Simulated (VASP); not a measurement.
# TaN (P3m1) in VASP: further runs

TaN is run at these levels: PBEsol; tasks: single point.

All numbers are computed with VASP 6.6.1; they aren't measurements. Logs are shortened: lines on timing, memory, paths and dates and some standing lists are left out, and cuts for length are marked.

## (1) The cell of the first run

The structure is trigonal, space group P3m1 (No. 156). Conventional cell: a = 2.938 Å, b = 2.938 Å, c = 2.883 Å, α = 90.00°, β = 90.00°, γ = 120.00°. Within 2.7 Å of Ta (site symmetry 3m) lie 6 N at 2.04 to 2.43 Å. Within 2.7 Å of N (site symmetry 3m) lie 6 Ta at 2.04 to 2.43 Å.

## (2) Single point, PBEsol (all N atoms moved -0.300 Å, as atom 2 along Cartesian [0 0 1])

Input file INCAR:

```
SYSTEM = TaN
PREC     = Accurate       ! precision mode
ENCUT    = 520            ! plane-wave cutoff, eV
EDIFF    = 1E-6           ! SCF threshold, eV
ISMEAR   = 0              ! smearing method
SIGMA    = 0.15           ! smearing width, eV
LREAL    = .FALSE.        ! projectors in reciprocal space
LASPH    = .TRUE.         ! aspherical terms in the spheres
NELM     = 60             ! most SCF steps
ALGO     = Normal         ! electronic algorithm
ISIF     = 2              ! what is computed and relaxed
LWAVE    = .FALSE.        ! write WAVECAR
LCHARG   = .TRUE.         ! write CHGCAR
GGA      = PS             ! functional
LELF     = .TRUE.         ! ELF
LVHAR    = .TRUE.       
NBANDS   = 15             ! bands
```

Input file KPOINTS:

```
regular mesh
0
G
  18 18 16
  0 0 0
```

Input file POSCAR:

```
TaN
1.0
    2.9379988584      0.0000000000      0.0000000000
   -1.4689994292      2.5443816477      0.0000000000
    0.0000000000      0.0000000000      2.8830000000
Ta N
1 1
Direct
    0.3333333333      0.6666666667      0.5000000000
    0.0000000000      0.0000000000     -0.1040582726
```

Potentials or basis: VASP PAW PBE potentials, release 64 (Ta_pv, N).

On the command line:

```console
$ cat potpaw_PBE.64/Ta_pv/POTCAR potpaw_PBE.64/N/POTCAR > POTCAR
$ mpirun -np 1 vasp_std > vasp.out
```

OUTCAR:

```text
SYSTEM = TaN
   PREC = Accurate
   ENCUT = 520
   EDIFF = 1E-6
   ISMEAR = 0
   LREAL = .FALSE.
   LASPH = .TRUE.
   NELM = 60
   ISIF = 2
   GGA = PS

 ion  position               nearest neighbor table
   1  0.333  0.667  0.500-   2 2.04   2 2.04   2 2.04   2 2.43   2 2.43   2 2.43
   2  0.000  0.000  0.896-   1 2.04   1 2.04   1 2.04   1 2.43   1 2.43   1 2.43

  LATTYP: Found a hexagonal cell.
 ALAT       =     2.9379988584
 C/A-ratio  =     0.9812801635

  Lattice vectors:

 A1 = (   2.9379988584,   0.0000000000,   0.0000000000)
 A2 = (  -1.4689994292,   2.5443816477,   0.0000000000)
 A3 = (   0.0000000000,   0.0000000000,   2.8830000000)

Analysis of symmetry for initial positions (statically):
=====================================================================
 Subroutine PRICEL returns:
 Original cell was already a primitive cell.

 Routine SETGRP: Setting up the symmetry group for a
 hexagonal supercell.

 Subroutine GETGRP returns: Found  6 space group operations
 (whereof  6 operations were pure point group operations)
 out of a pool of 24 trial point group operations.

The static configuration has the point symmetry C_3v.

Analysis of symmetry for dynamics (positions and initial velocities):
=====================================================================
 Subroutine PRICEL returns:
 Original cell was already a primitive cell.

 Routine SETGRP: Setting up the symmetry group for a
 hexagonal supercell.

 Subroutine GETGRP returns: Found  6 space group operations
 (whereof  6 operations were pure point group operations)
 out of a pool of 24 trial point group operations.

The dynamic configuration has the point symmetry C_3v.

 Subroutine INISYM returns: Found  6 space group operations
 (whereof  6 operations are pure point group operations),
 and found     1 'primitive' translations

----------------------------------------------------------------------------------------

                                     Primitive cell

  volume of cell :      21.5516

  direct lattice vectors                    reciprocal lattice vectors
     2.937998858  0.000000000  0.000000000     0.340367729  0.196511400  0.000000000
    -1.468999429  2.544381648  0.000000000     0.000000000  0.393022800  0.000000000
     0.000000000  0.000000000  2.883000000     0.000000000  0.000000000  0.346860909

  length of vectors
     2.937998858  2.937998858  2.883000000     0.393022800  0.393022800  0.346860909

  position of ions in fractional coordinates (direct lattice)
     0.333333333  0.666666667  0.500000000
     0.000000000  0.000000000  0.895941727

  ion indices of the primitive-cell ions
   primitive index   ion index
                 1           1
                 2           2

----------------------------------------------------------------------------------------

 KPOINTS: regular mesh

Automatic generation of k-mesh.
 Grid dimensions read from file:
 generate k-points for:   18   18   16

 Generating k-lattice:

  Cartesian coordinates                     Fractional coordinates (reciprocal lattice)
     0.018909318  0.010917300  0.000000000     0.055555556 -0.000000000  0.000000000
     0.000000000  0.021834600  0.000000000     0.000000000  0.055555556  0.000000000
     0.000000000  0.000000000  0.021678807     0.000000000  0.000000000  0.062500000

  Length of vectors
     0.021834600  0.021834600  0.021678807

  Shift w.r.t. Gamma in fractional coordinates (k-lattice)
     0.000000000  0.000000000  0.000000000

 Subroutine IBZKPT returns following result:
 ===========================================

 Found    522 irreducible k-points:

 Following reciprocal coordinates:
            Coordinates               Weight
  0.000000  0.000000  0.000000      1.000000
  0.055556  0.000000  0.000000      6.000000
  0.111111  0.000000  0.000000      6.000000
  0.166667  0.000000  0.000000      6.000000
  0.222222 -0.000000  0.000000      6.000000
  0.277778 -0.000000  0.000000      6.000000
[... 16 lines left out ...]
  0.333333  0.111111  0.000000     12.000000
  0.388889  0.111111  0.000000     12.000000
 [... further k-points ...]
   k-points           NKPTS =    522   k-points in BZ     NKDIM =    522   number of bands    NBANDS=     15
   number of dos      NEDOS =    301   number of ions     NIONS =      2
   total plane-waves  NPLWV =  13824
   dimension x,y,z NGX =    24 NGY =   24 NGZ =   24
   dimension x,y,z NGXF=    48 NGYF=   48 NGZF=   48
   ions per type =               1   1
   NGX,Y,Z   is equivalent  to a cutoff of  13.58, 13.58, 13.84 a.u.
   NGXF,Y,Z  is equivalent  to a cutoff of  27.16, 27.16, 27.68 a.u.
 SYSTEM =  TaN
   PREC   = accura    normal or accurate (medium, high low for compatibility)
   ISTART =      0    job   : 0-new  1-cont  2-samecut
   ICHARG =      2    charge: 1-file 2-atom 10-const
   ISPIN  =      1    spin polarized calculation?
   LNONCOLLINEAR =      F non collinear calculations
   LSORBIT =      F    spin-orbit coupling
   LASPH  =      T    aspherical Exc in radial PAW
   ENCUT  =  520.0 eV  38.22 Ry    6.18 a.u.   5.46  5.46  5.36*2*pi/ulx,y,z
   NELM   =     60;   NELMIN=  2; NELMDL= -5     # of ELM steps
   EDIFF  = 0.1E-05   stopping-criterion for ELM
   LREAL  =      F    real-space projection
   EDIFFG = 0.1E-04   stopping-criterion for IOM
   NSW    =      0    number of steps for IOM
   IBRION =     -1    ionic relax: 0-MD 1-quasi-New 2-CG
   NFREE  =      0    steps in history (QN), initial steepest desc. (CG)
   ISIF   =      2    stress and relaxation
   ISYM   =      2    0-nonsym 1-usesym 2-fastsym
   POTIM  = 0.5000    time-step for ionic-motion
   TEBEG  =    0.0;   TEEND  =   0.0 temperature during run
   PSTRESS=    0.0 pullay stress
   NELECT =      16.0000    total number of electrons
   NUPDOWN=      -1.0000    fix difference up-down
   EMIN   =  10.00;   EMAX   =-10.00  energy-range for DOS
   EFERMI =   0.00;   METHOD = LEGACY
   ISMEAR =     0;   SIGMA  =   0.15  broadening in eV -4-tet -1-fermi 0-gaus
   EFERMI_NEDOS =   21; number of points for ismear=-14 and -15
   IALGO  =     38    algorithm
   IMIX   =      4    mixing-type and parameters
     AMIX     =   0.40;   BMIX     =  1.00
     AMIX_MAG =   1.60;   BMIX_MAG =  1.00
  volume/ion in A,a.u.               =      10.78        72.72
  Fermi-wavevector in a.u.,A,eV,Ry     =   1.482366  2.801265 29.897546  2.197408
  Thomas-Fermi vector in A             =   2.596161
   LORBIT       =      0    0 simple, 1 ext, 2 COOP (PROOUT), +10 PAW based schemes
   GGA     = PS    functional components
   LHFCALC =     F    Hartree Fock is set to
   AEXX    =    0.0000 exact exchange contribution
   IVDW    =     0    specifies the selected vdW correction
   LEPSILON=     F    determine dielectric tensor
   LRPA    =     F    only Hartree local field effects (RPA)
 non-spin polarized calculation
 Gauss-broadening in eV      SIGMA  =   0.15
  energy-cutoff  :      520.00
  volume of cell :       21.55
 maximum number of plane-waves:       605
 NGX is ok and might be reduce to    24
   NGX = 11   NGY = 11   NGZ = 11

 number of electron      16.0000001 magnetization

 Free energy of the ion-electron system (eV)
  ---------------------------------------------------
  ext. energy  EPLUGINS =         0.00000000
  ---------------------------------------------------
  free energy    TOTEN  =       -23.12345130 eV

  energy without entropy =      -23.12222134  energy(sigma->0) =      -23.12283632

 E-fermi :   8.3664     XC(G=0): -13.4543

 val. band max:        8.3487747835   @ k =   0.0000   0.0556   0.4375
 cond. band min:       8.4102328243   @ k =   0.0556   0.0000   0.4375
 fundamental gap:      0.0614580407
 Fermi energy:         8.3664310456

 k-point     1 :       0.0000    0.0000    0.0000
  band No.  band energies     occupation
      1     -26.5749      2.00000
      2     -26.3268      2.00000
      3     -26.3268      2.00000
      4      -9.6403      2.00000
      5       2.2784      2.00000
      6       2.9393      2.00000
      7       2.9393      2.00000
      8       7.1607      2.00000
      9      10.2905      0.00000
     10      11.1447      0.00000
     11      11.1447      0.00000
     12      13.4465      0.00000
     13      13.4465      0.00000
     14      19.5835      0.00000
     15      21.6578      0.00000

 k-point     2 :       0.0556    0.0000    0.0000
  band No.  band energies     occupation
      1     -26.5713      2.00000
      2     -26.3622      2.00000
      3     -26.3344      2.00000
      4      -9.5742      2.00000
      5       2.2175      2.00000
      6       2.8985      2.00000
      7       2.9905      2.00000
      8       7.1192      2.00000
      9      10.4379      0.00000
     10      11.0112      0.00000
     11      11.1267      0.00000
     12      13.4465      0.00000
     13      13.5206      0.00000
     14      19.7535      0.00000
     15      21.6581      0.00000

 k-point     3 :       0.1111    0.0000    0.0000
  band No.  band energies     occupation
      1     -26.5649      2.00000
      2     -26.4591      2.00000
      3     -26.3563      2.00000
      4      -9.3846      2.00000
      5       1.9262      2.00000
      6       2.9493      2.00000
      7       3.1364      2.00000
      8       6.9466      2.00000
      9      10.5995      0.00000
     10      10.9326      0.00000
     11      11.0879      0.00000
     12      13.4412      0.00000
     13      13.7279      0.00000
     14      20.1806      0.00000
     15      21.6593      0.00000
[... 343 lines left out ...]
 k-point    23 :       0.3333    0.1111    0.0000
  band No.  band energies     occupation
      1     -27.2906      2.00000
      2     -26.6222      2.00000
      3     -26.4295      2.00000
      4      -7.6297      2.00000
      5       0.0993      2.00000
      6       3.1710      2.00000
      7       3.9326      2.00000
      8       5.7425      2.00000
      9       9.4593      0.00000
     10      11.1102      0.00000
     11      12.5102      0.00000
     12      14.1479      0.00000
     13      16.8456      0.00000
     14      21.2799      0.00000
     15      21.7091      0.00000

 k-point    24 :       0.3889    0.1111    0.0000
  band No.  band energies     occupation
      1     -27.3670      2.00000
      2     -26.6496      2.00000
      3     -26.4172      2.00000
      4      -7.4507      2.00000
      5       0.0422      2.00000
      6       2.9815      2.00000
      7       3.8899      2.00000
      8       5.7256      2.00000
      9       9.9123      0.00000
     10      11.1823      0.00000
     11      12.0786      0.00000
     12      14.2985      0.00000
     13      17.6563      0.00000
     14      20.7845      0.00000
     15      21.6885      0.00000

 [... further k-points ...]

------------------------ aborting loop because EDIFF is reached ----------------------------------------

  FORCE on cell =-STRESS in cart. coord.  units (eV):
  Direction    XX          YY          ZZ          XY          YZ          ZX
  --------------------------------------------------------------------------------------
  -------------------------------------------------------------------------------------
  Total        2.0055488      2.0055488      1.9830258      0.0000000      0.0000000      0.0000000
  in kB      149.0957576    149.0957576    147.4213671      0.0000000      0.0000000      0.0000000
  external PRESSURE =     148.5376274 kB  Pullay stress =       0.0000000 kB

 VOLUME and BASIS-vectors are now :
 -----------------------------------------------------------------------------
  energy-cutoff  :      520.00
  volume of cell :       21.55
      direct lattice vectors                 reciprocal lattice vectors
     2.937998858  0.000000000  0.000000000     0.340367729  0.196511400  0.000000000
    -1.468999429  2.544381648  0.000000000     0.000000000  0.393022800  0.000000000
     0.000000000  0.000000000  2.883000000     0.000000000  0.000000000  0.346860909

 POSITION                                       TOTAL-FORCE (eV/Angst)
 -----------------------------------------------------------------------------------
     -0.00000      1.69625      1.44150         0.000000     -0.000000     -4.767600
      0.00000      0.00000      2.58300        -0.000000      0.000000      4.767600
 -----------------------------------------------------------------------------------
    total drift:                                0.000000     -0.000000      0.000455

  FREE ENERGIE OF THE ION-ELECTRON SYSTEM (eV)
  ---------------------------------------------------
  free  energy   TOTEN  =       -23.1234512968 eV

  energy  without entropy=      -23.1222213406  energy(sigma->0) =      -23.12283632
```

It took 1.9 min on 1 thread of Intel Xeon 8259CL, shared host; peak memory 0.29 GiB.

What came out:

* Free energy: -23.1235 eV
* Pressure: 14.9 GPa
* Largest force: 4.768 eV/Å
* Band gap on the k mesh: zero (bands 8 and 9 overlap by 0.43 eV)

Forces on the atoms (eV/Å):
```
Ta   0.000  0.000 -4.768
N    0.000  0.000  4.768
```

Caveat: the cell differs from its parent crystal (all N atoms moved -0.300 Å, as atom 2 along Cartesian [0 0 1]); the cell stands under pressure; the PAW data sets were made with another functional, which shifts forces and pressure a little; spin-orbit coupling is left out, which moves the levels of the heavy elements.

[end of part 1 of 2]
